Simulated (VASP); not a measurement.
# AlFe (Pm-3m) in VASP: a series of runs

The runs below take AlFe through single point, with PBEsol.

Everything below comes from runs of VASP 6.6.1. Logs are shortened: lines on timing, memory, paths and dates and some standing lists are left out, and cuts for length are marked.

## 1. The cell of the first run

Symmetry: Pm-3m, No. 221, cubic system. The conventional cell has a = 2.787 Å, b = 2.787 Å, c = 2.787 Å, α = 90.00°, β = 90.00°, γ = 90.00°. Within 3.2 Å of Al (site symmetry m-3m) lie 8 Fe at 2.41 Å and 6 Al at 2.79 Å. Fe (site symmetry m-3m) has 8 Al at 2.41 Å and 6 Fe at 2.79 Å within 3.2 Å.

## 2. Single point, PBEsol, collinear spin, ferromagnetic start (volume scaled by 0.94)

Input file INCAR:

```
PREC = Accurate ; ENCUT = 520
EDIFF = 1E-7 ; ISMEAR = 0
SIGMA = 0.1 ; LREAL = False
LASPH = True ; NELM = 150
ALGO = Fast ; ISIF = 2
LWAVE = False ; LCHARG = False
ISPIN = 2 ; MAGMOM = 0 0.75
LORBIT = 11 ; LMAXMIX = 4
GGA = PS ; NBANDS = 16
```

Input file KPOINTS:

```
regular mesh
0
Gamma
  14 14 14
```

Input file POSCAR:

```
AlFe
1.0
    2.7869299632      0.0000000000      0.0000000000
    0.0000000000      2.7869299632      0.0000000000
    0.0000000000      0.0000000000      2.7869299632
Al Fe
1 1
Direct
    0.0000000000      0.0000000000      0.0000000000
    0.5000000000      0.5000000000      0.5000000000
```

Potentials or basis: VASP PAW PBE potentials, release 64 (Al, Fe).

Launch:

```console
cat potpaw_PBE.64/Al/POTCAR potpaw_PBE.64/Fe/POTCAR > POTCAR
mpirun -np 1 vasp_std > vasp.out
```

OUTCAR:

```text
PREC = Accurate
   ENCUT = 520
   EDIFF = 1E-7
   ISMEAR = 0
   LREAL = False
   LASPH = True
   NELM = 150
   ISIF = 2
   ISPIN = 2
   LORBIT = 11
   GGA = PS

 ion  position               nearest neighbor table
   1  0.000  0.000  0.000-   2 2.41   2 2.41   2 2.41   2 2.41   2 2.41   2 2.41   2 2.41   2 2.41

   2  0.500  0.500  0.500-   1 2.41   1 2.41   1 2.41   1 2.41   1 2.41   1 2.41   1 2.41   1 2.41

  LATTYP: Found a simple cubic cell.
 ALAT       =     2.7869299632

  Lattice vectors:

 A1 = (   2.7869299632,   0.0000000000,   0.0000000000)
 A2 = (   0.0000000000,   2.7869299632,   0.0000000000)
 A3 = (   0.0000000000,   0.0000000000,   2.7869299632)

Analysis of symmetry for initial positions (statically):
=====================================================================
 Subroutine PRICEL returns:
 Original cell was already a primitive cell.

 Routine SETGRP: Setting up the symmetry group for a
 simple cubic supercell.

 Subroutine GETGRP returns: Found 48 space group operations
 (whereof 48 operations were pure point group operations)
 out of a pool of 48 trial point group operations.

The static configuration has the point symmetry O_h .

Analysis of symmetry for dynamics (positions and initial velocities):
=====================================================================
 Subroutine PRICEL returns:
 Original cell was already a primitive cell.

 Routine SETGRP: Setting up the symmetry group for a
 simple cubic supercell.

 Subroutine GETGRP returns: Found 48 space group operations
 (whereof 48 operations were pure point group operations)
 out of a pool of 48 trial point group operations.

The dynamic configuration has the point symmetry O_h .

Analysis of structural, dynamic, and magnetic symmetry:
=====================================================================
 Subroutine PRICEL returns:
 Original cell was already a primitive cell.

 Routine SETGRP: Setting up the symmetry group for a
 simple cubic supercell.

 Subroutine GETGRP returns: Found 48 space group operations
 (whereof 48 operations were pure point group operations)
 out of a pool of 48 trial point group operations.

The overall configuration has the point symmetry O_h .

 Subroutine INISYM returns: Found 48 space group operations
 (whereof 48 operations are pure point group operations),
 and found     1 'primitive' translations

----------------------------------------------------------------------------------------

                                     Primitive cell

  volume of cell :      21.6460

  direct lattice vectors                    reciprocal lattice vectors
     2.786929963  0.000000000  0.000000000     0.358817772  0.000000000  0.000000000
     0.000000000  2.786929963  0.000000000     0.000000000  0.358817772  0.000000000
     0.000000000  0.000000000  2.786929963     0.000000000  0.000000000  0.358817772

  length of vectors
     2.786929963  2.786929963  2.786929963     0.358817772  0.358817772  0.358817772

  position of ions in fractional coordinates (direct lattice)
     0.000000000  0.000000000  0.000000000
     0.500000000  0.500000000  0.500000000

  ion indices of the primitive-cell ions
   primitive index   ion index
                 1           1
                 2           2

----------------------------------------------------------------------------------------

 KPOINTS: regular mesh

Automatic generation of k-mesh.
 Grid dimensions read from file:
 generate k-points for:   14   14   14

 Generating k-lattice:

  Cartesian coordinates                     Fractional coordinates (reciprocal lattice)
     0.025629841  0.000000000  0.000000000     0.071428571  0.000000000  0.000000000
     0.000000000  0.025629841  0.000000000     0.000000000  0.071428571  0.000000000
     0.000000000  0.000000000  0.025629841     0.000000000  0.000000000  0.071428571

  Length of vectors
     0.025629841  0.025629841  0.025629841

  Shift w.r.t. Gamma in fractional coordinates (k-lattice)
     0.000000000  0.000000000  0.000000000

 Subroutine IBZKPT returns following result:
 ===========================================

 Found    120 irreducible k-points:

 Following reciprocal coordinates:
            Coordinates               Weight
  0.000000  0.000000  0.000000      1.000000
  0.071429  0.000000  0.000000      6.000000
  0.142857  0.000000  0.000000      6.000000
  0.214286  0.000000  0.000000      6.000000
  0.285714  0.000000  0.000000      6.000000
  0.357143  0.000000  0.000000      6.000000
[... 16 lines left out ...]
  0.285714  0.214286  0.000000     24.000000
  0.357143  0.214286  0.000000     24.000000
 [... further k-points ...]
   k-points           NKPTS =    120   k-points in BZ     NKDIM =    120   number of bands    NBANDS=     16
   number of dos      NEDOS =    301   number of ions     NIONS =      2
   total plane-waves  NPLWV =  13824
   dimension x,y,z NGX =    24 NGY =   24 NGZ =   24
[... 81 lines left out ...]
[... 8 lines left out ...]
     15      31.8809      0.00000
     16      33.6111      0.00000

 k-point     2 :       0.0714    0.0000    0.0000
  band No.  band energies     occupation
      1      -1.9502      1.00000
      2       6.0413      1.00000
      3       6.0781      1.00000
      4       8.5467      0.99999
      5       8.5467      0.99999
      6       8.6192      0.99956
[... 8 lines left out ...]
     15      31.8668      0.00000
     16      32.4729      0.00000

 k-point     3 :       0.1429    0.0000    0.0000
  band No.  band energies     occupation
      1      -1.6446      1.00000
      2       5.9997      1.00000
      3       6.1710      1.00000
      4       8.3719      1.00000
      5       8.3719      1.00000
      6       8.6389      0.99885
[... 8 lines left out ...]
     15      30.8215      0.00000
     16      31.8268      0.00000
[... 362 lines left out ...]
 k-point    23 :       0.2857    0.2143    0.0000
  band No.  band energies     occupation
      1       0.3778      1.00000
      2       5.7534      1.00000
      3       6.3965      1.00000
      4       7.4882      1.00000
      5       7.9730      1.00000
      6       8.2743      1.00000
[... 8 lines left out ...]
     15      28.8248      0.00000
     16      31.1329      0.00000

 k-point    24 :       0.3571    0.2143    0.0000
  band No.  band energies     occupation
      1       1.1775      1.00000
      2       5.0574      1.00000
      3       6.6324      1.00000
      4       7.4103      1.00000
      5       7.7884      1.00000
      6       8.3052      1.00000
[... 8 lines left out ...]
     15      28.5333      0.00000
     16      31.7811      0.00000

 [... further k-points ...]

 spin component 2

 k-point     1 :       0.0000    0.0000    0.0000
  band No.  band energies     occupation
      1      -2.0212      1.00000
      2       6.3725      1.00000
      3       6.3725      1.00000
      4       9.3367      0.00000
      5       9.3367      0.00000
      6       9.3367      0.00000
[... 8 lines left out ...]
     15      31.9470      0.00000
     16      33.6228      0.00000

 k-point     2 :       0.0714    0.0000    0.0000
  band No.  band energies     occupation
      1      -1.9186      1.00000
      2       6.3617      1.00000
      3       6.4073      1.00000
      4       9.2631      0.00000
      5       9.2631      0.00000
      6       9.3443      0.00000
[... 8 lines left out ...]
     15      31.9298      0.00000
     16      32.5075      0.00000

 k-point     3 :       0.1429    0.0000    0.0000
  band No.  band energies     occupation
      1      -1.6132      1.00000
      2       6.2968      1.00000
      3       6.5067      1.00000
      4       9.0687      0.00122
      5       9.0687      0.00122
      6       9.3657      0.00000
[... 8 lines left out ...]
     15      30.8816      0.00000
     16      31.8812      0.00000
[... 362 lines left out ...]
 k-point    23 :       0.2857    0.2143    0.0000
  band No.  band energies     occupation
      1       0.4128      1.00000
      2       5.9968      1.00000
      3       6.6959      1.00000
      4       8.0143      1.00000
      5       8.6342      0.99908
      6       8.9684      0.05351
[... 8 lines left out ...]
     15      28.8751      0.00000
     16      31.1652      0.00000

 k-point    24 :       0.3571    0.2143    0.0000
  band No.  band energies     occupation
      1       1.2173      1.00000
      2       5.2304      1.00000
      3       6.9615      1.00000
      4       7.9025      1.00000
      5       8.4380      1.00000
      6       9.0015      0.01878
[... 8 lines left out ...]
     15      28.5929      0.00000
     16      31.7946      0.00000

 [... further k-points ...]
[... 5 lines left out ...]
  --------------------------------------------------------------------------------------
  -------------------------------------------------------------------------------------
  Total        1.8519456      1.8519456      1.8519456      0.0000000     -0.0000000      0.0000000
  in kB      137.0757535    137.0757535    137.0757535      0.0000000     -0.0000000      0.0000000
  external PRESSURE =     137.0757535 kB  Pullay stress =       0.0000000 kB

 VOLUME and BASIS-vectors are now :
 -----------------------------------------------------------------------------
  energy-cutoff  :      520.00
  volume of cell :       21.65
      direct lattice vectors                 reciprocal lattice vectors
     2.786929963  0.000000000  0.000000000     0.358817772  0.000000000  0.000000000
     0.000000000  2.786929963  0.000000000     0.000000000  0.358817772  0.000000000
     0.000000000  0.000000000  2.786929963     0.000000000  0.000000000  0.358817772

 POSITION                                       TOTAL-FORCE (eV/Angst)
 -----------------------------------------------------------------------------------
      0.00000      0.00000      0.00000         0.000000      0.000000      0.000000
      1.39346      1.39346      1.39346         0.000000      0.000000      0.000000
 -----------------------------------------------------------------------------------
    total drift:                                0.000000     -0.000000     -0.000000

  FREE ENERGIE OF THE ION-ELECTRON SYSTEM (eV)
  ---------------------------------------------------
  free  energy   TOTEN  =       -13.6788415320 eV

  energy  without entropy=      -13.6691857099  energy(sigma->0) =      -13.67401362

 total charge

# of ion       s       p       d       tot
------------------------------------------
    1        0.413   0.481   0.000   0.894
    2        0.473   0.580   6.584   7.637
--------------------------------------------------
tot          0.886   1.061   6.584   8.531

 magnetization (x)

# of ion       s       p       d       tot
------------------------------------------
    1       -0.006  -0.012   0.000  -0.019
    2       -0.000   0.008   0.645   0.653
--------------------------------------------------
tot         -0.007  -0.004   0.645   0.634
```

It took 46 s on 1 thread of AMD EPYC 9R45 (Zen 5), shared host; peak memory 0.17 GiB.

What came out:

| Property | Result |
| --- | --- |
| Free energy | -13.6788 eV |
| Pressure | 13.7 GPa |
| Net moment | 0.63 μB per cell |
| Site moments | Al -0.02; Fe +0.65 μB |
| Valence electrons inside the program's atomic spheres | Al 0.89; Fe 7.64 |

Caveat: the PAW data sets were made with another functional, which shifts forces and pressure a little.

## 3. Single point, PBEsol, collinear spin, ferromagnetic start (volume scaled by 0.97)

Input file INCAR:

```
SYSTEM = AlFe
PREC = Accurate
ENCUT = 520
EDIFF = 1E-6
ISMEAR = 0
SIGMA = 0.1
LREAL = .False.
LASPH = .True.
NELM = 150
ALGO = Fast
ISIF = 2
LWAVE = .False.
LCHARG = .False.
ISPIN = 2
MAGMOM = 0 0.75
LORBIT = 11
LMAXMIX = 4
GGA = PS
NBANDS = 16
```

Input file KPOINTS:

```
regular mesh
0
Gamma
  14 14 14
  0 0 0
```

Input file POSCAR:

```
AlFe
1.0
    2.8162682241      0.0000000000      0.0000000000
    0.0000000000      2.8162682241      0.0000000000
    0.0000000000      0.0000000000      2.8162682241
Al Fe
1 1
Direct
    0.0000000000      0.0000000000      0.0000000000
    0.5000000000      0.5000000000      0.5000000000
```

Potentials or basis: VASP PAW PBE potentials, release 64 (Al, Fe).

Launch:

```console
cat potpaw_PBE.64/Al/POTCAR potpaw_PBE.64/Fe/POTCAR > POTCAR
mpirun -np 1 vasp_std > vasp.out
```

Run time: 42 s. Hardware: 1 thread of AMD EPYC 9R45 (Zen 5), shared host; peak memory 0.17 GiB.

The run converged. Its results:

```
Free energy                                           : -13.7219 eV
Pressure                                              : 6.5 GPa
Net moment                                            : 0.64 μB per cell
Site moments                                          : Al -0.02; Fe +0.67 μB
Valence electrons inside the program's atomic spheres : Al 0.87; Fe 7.56
```

Levels at points of the mesh, in eV from the Fermi level:
Spin up:
| k point | band 4 | band 5 | band 6 | band 7 | band 8 | band 9 |
| --- | --- | --- | --- | --- | --- | --- |
| (0.00, 0.00, 0.00) | -0.27 | -0.27 | -0.27 | 6.75 | 6.75 | 6.75 |
| (0.50, 0.00, 0.00) | -1.31 | -1.31 | -0.14 | 1.06 | 8.87 | 11.47 |
| (0.50, 0.50, 0.00) | -2.15 | -1.07 | -1.07 | 0.56 | 3.54 | 4.59 |
| (0.50, 0.50, 0.50) | 0.61 | 0.61 | 3.05 | 3.05 | 3.05 | 4.93 |
Spin down:
```
           k point  band 1  band 2  band 3  band 4  band 5  band 6  band 7  band 8  band 9  band 10
(0.00, 0.00, 0.00)  -10.71   -2.37   -2.37    0.47    0.47    0.47    6.80    6.80    6.80     9.78
(0.50, 0.00, 0.00)   -6.33   -6.17   -1.62   -0.67   -0.67    0.62    1.53    8.80   11.56    11.56
(0.50, 0.50, 0.00)   -4.87   -2.41   -2.13   -2.13   -0.40   -0.40    1.07    3.87    5.08    13.58
(0.50, 0.50, 0.50)   -3.42   -3.42   -3.42    1.11    1.11    3.13    3.13    3.13    4.88     6.80
```

Caveat: the PAW data sets were made with another functional, which shifts forces and pressure a little.

## 4. Single point, PBEsol, collinear spin, ferromagnetic start (volume scaled by 1.03)

Input file INCAR:

```
SYSTEM = AlFe
PREC = Accurate
ENCUT = 520
EDIFF = 1E-7
ISMEAR = 0
SIGMA = 0.1
LREAL = .FALSE.
LASPH = .TRUE.
NELM = 150
ALGO = Fast
ISIF = 2
LWAVE = .FALSE.
LCHARG = .FALSE.
ISPIN = 2
MAGMOM = 0 0.75
LORBIT = 11
LMAXMIX = 4
GGA = PS
NBANDS = 16
```

Input file KPOINTS:

```
regular mesh
0
G
  14 14 14
  0 0 0
```

Input file POSCAR:

```
AlFe
1.0
    2.8731778644      0.0000000000      0.0000000000
    0.0000000000      2.8731778644      0.0000000000
    0.0000000000      0.0000000000      2.8731778644
Al Fe
1 1
Direct
    0.0000000000      0.0000000000      0.0000000000
    0.5000000000      0.5000000000      0.5000000000
```

Launch:

```console
cat potpaw_PBE.64/Al/POTCAR potpaw_PBE.64/Fe/POTCAR > POTCAR
mpirun -np 1 vasp_std > vasp.out
```

Wall time 45 s (1 thread of AMD EPYC 9R45 (Zen 5), shared host); peak memory 0.17 GiB.

It converged, with:

```
Free energy                                           : -13.7251 eV
Pressure                                              : -5.1 GPa
Net moment                                            : 0.67 μB per cell
Site moments                                          : Al -0.02; Fe +0.71 μB
Valence electrons inside the program's atomic spheres : Al 0.83; Fe 7.43
```

Levels at points of the mesh, in eV from the Fermi level:
Spin up:
| k point | band 4 | band 5 | band 6 | band 7 | band 8 | band 9 |
| --- | --- | --- | --- | --- | --- | --- |
| (0.00, 0.00, 0.00) | -0.34 | -0.34 | -0.34 | 6.36 | 6.36 | 6.36 |
| (0.50, 0.00, 0.00) | -1.29 | -1.29 | -0.22 | 0.88 | 8.73 | 11.03 |
| (0.50, 0.50, 0.00) | -2.12 | -1.06 | -1.06 | 0.43 | 3.22 | 4.10 |
| (0.50, 0.50, 0.50) | 0.47 | 0.47 | 2.94 | 2.94 | 2.94 | 4.31 |
Spin down:
| k point | band 3 | band 4 | band 5 | band 6 | band 7 | band 8 |
| --- | --- | --- | --- | --- | --- | --- |
| (0.00, 0.00, 0.00) | -2.17 | 0.44 | 0.44 | 0.44 | 6.39 | 6.39 |
| (0.50, 0.00, 0.00) | -1.48 | -0.62 | -0.62 | 0.58 | 1.39 | 8.65 |
| (0.50, 0.50, 0.00) | -2.11 | -2.11 | -0.35 | -0.35 | 0.98 | 3.56 |
| (0.50, 0.50, 0.50) | -3.22 | 1.02 | 1.02 | 3.02 | 3.02 | 3.02 |

Caveat: the PAW data sets were made with another functional, which shifts forces and pressure a little.

## 5. Single point, PBEsol, collinear spin, ferromagnetic start (volume scaled by 1.06)

Input file INCAR:

```
SYSTEM = AlFe
ALGO = Normal ; EDIFF = 1E-6
ENCUT = 520 ; GGA = PS
ISIF = 2 ; ISMEAR = 0
ISPIN = 2 ; LASPH = .True.
LCHARG = .False. ; LMAXMIX = 4
LORBIT = 11 ; LREAL = .False.
LWAVE = .False. ; MAGMOM = 0 0.75
NBANDS = 16 ; NELM = 150
PREC = Accurate ; SIGMA = 0.1
```

Input file KPOINTS:

```
k-points
0
Gamma
  14 14 14
  0 0 0
```

Input file POSCAR:

```
AlFe
1.0
    2.9008062695      0.0000000000      0.0000000000
    0.0000000000      2.9008062695      0.0000000000
    0.0000000000      0.0000000000      2.9008062695
Al Fe
1 1
Direct
    0.0000000000      0.0000000000      0.0000000000
    0.5000000000      0.5000000000      0.5000000000
```

Launch:

```console
cat potpaw_PBE.64/Al/POTCAR potpaw_PBE.64/Fe/POTCAR > POTCAR
mpirun -np 1 vasp_std > vasp.out
```

Wall time 34 s (1 thread of AMD EPYC 9R45 (Zen 5), shared host); peak memory 0.17 GiB.

The run converged. Its results:

```yaml
Free_energy: -13.6931 eV
Pressure: -9.6 GPa
Net_moment: 0.69 μB per cell
Site_moments: Al -0.02; Fe +0.73 μB
Valence_electrons_inside_the_program's_atomic_spheres: Al 0.82; Fe 7.37
```

Levels at points of the mesh, in eV from the Fermi level:
Spin up:
| k point | band 4 | band 5 | band 6 | band 7 | band 8 | band 9 |
| --- | --- | --- | --- | --- | --- | --- |
| (0.00, 0.00, 0.00) | -0.37 | -0.37 | -0.37 | 6.18 | 6.18 | 6.18 |
| (0.50, 0.00, 0.00) | -1.29 | -1.29 | -0.26 | 0.80 | 8.66 | 10.83 |
| (0.50, 0.50, 0.00) | -2.10 | -1.06 | -1.06 | 0.37 | 3.07 | 3.87 |
| (0.50, 0.50, 0.50) | 0.41 | 0.41 | 2.90 | 2.90 | 2.90 | 4.02 |
Spin down:
| k point | band 1 | band 2 | band 3 | band 4 | band 5 | band 6 | band 7 | band 8 | band 9 | band 10 |
| --- | --- | --- | --- | --- | --- | --- | --- | --- | --- | --- |
| (0.00, 0.00, 0.00) | -10.25 | -2.07 | -2.07 | 0.43 | 0.43 | 0.43 | 6.21 | 6.21 | 6.21 | 9.26 |
| (0.50, 0.00, 0.00) | -6.18 | -5.86 | -1.42 | -0.59 | -0.59 | 0.56 | 1.32 | 8.57 | 10.91 | 10.91 |
| (0.50, 0.50, 0.00) | -4.60 | -2.19 | -2.10 | -2.10 | -0.33 | -0.33 | 0.94 | 3.42 | 4.40 | 12.45 |
| (0.50, 0.50, 0.50) | -3.12 | -3.12 | -3.12 | 0.98 | 0.98 | 2.96 | 2.96 | 2.96 | 3.96 | 6.16 |

Caveat: the PAW data sets were made with another functional, which shifts forces and pressure a little.

## 6. Overview

```csv
cell,gap on the mesh (eV),pressure (GPa),moment (μB)
"a = 2.787 Å, 2 atoms",none,13.7,0.63
"a = 2.816 Å, 2 atoms",none,6.5,0.64
"a = 2.873 Å, 2 atoms",none,-5.1,0.67
"a = 2.901 Å, 2 atoms",none,-9.6,0.69
```

Alike in all rows: task single point; level PBEsol; potentials or basis VASP PAW PBE potentials, release 64 (Al, Fe); spin collinear, ferromagnetic start; k mesh 14 × 14 × 14; cutoff (eV) 520; smearing gaussian 0.1 eV.

Caveats: the PAW data sets were made with another functional, which shifts forces and pressure a little.

Total energies depend on the potentials used, so only differences within one code and one set of settings carry meaning.
